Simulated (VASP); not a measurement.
The system is MgTl2Se2.

```
CELL_PARAMETERS angstrom
4.36671 0.00000 0.00000
0.00000 4.36671 0.00000
0.00000 0.00000 5.05973
ATOMIC_POSITIONS crystal
Mg 0.00000 0.00000 0.50000
Tl 0.00000 0.50000 0.50000
Tl 0.50000 0.00000 0.50000
Se 0.00000 0.00000 0.00000
Se 0.50000 0.50000 0.00000
```

The cell was built from a structure type or drawn by symmetry, and may not be a known phase.

```yaml
Program: VASP 6.6.1
Task: relaxation of cell and atoms
Functional: PBE
Potentials_or_basis: VASP PAW PBE potentials, release 64 (Mg, Tl_d, Se)
Cutoff: 600 eV
k_mesh: 4 × 4 × 4
Occupations: gaussian, width 0.1 eV
Spin: no spin polarisation
```

At the start: pressure 42.9 GPa; volume 19.30 Å³/atom.

Q: How do energy, volume and symmetry change on relaxing?

A: Over 11 steps the energy falls by 1470.8 meV/atom and the volume is 32.31 Å³/atom (+67.5 %); space group P4/mmm (No. 123, to 0.1 Å) before and after.

Step by step:
```tsv
step	energy change (eV)	largest force (eV/Å)	pressure (GPa)	volume (Å³)
1	0.0000	0.0000	42.90	96.48
2	-6.4602	0.0000	-3.22	185.40
3	-6.5175	0.0000	-0.46	156.54
4	-6.5635	0.0000	-2.12	170.33
5	-6.5665	0.0000	-1.96	168.61
6	-7.1272	0.0000	-1.10	161.88
7	-7.3366	0.0000	0.44	156.40
8	-7.3390	0.0000	0.79	155.49
9	-7.3393	0.0000	0.68	155.78
10	-7.3511	0.0000	0.26	158.91
11	-7.3541	0.0000	-0.05	161.57
```

Final structure:
```
CELL_PARAMETERS angstrom
5.87433 0.00000 0.00000
0.00000 5.87433 0.00000
0.00000 0.00000 4.68215
ATOMIC_POSITIONS crystal
Mg 0.00000 0.00000 0.50000
Tl 0.00000 0.50000 0.50000
Tl 0.50000 0.00000 0.50000
Se 0.00000 0.00000 0.00000
Se 0.50000 0.50000 0.00000
```

Caveat: the volume moved by over 15 % at a fixed basis, so the end points are rough.
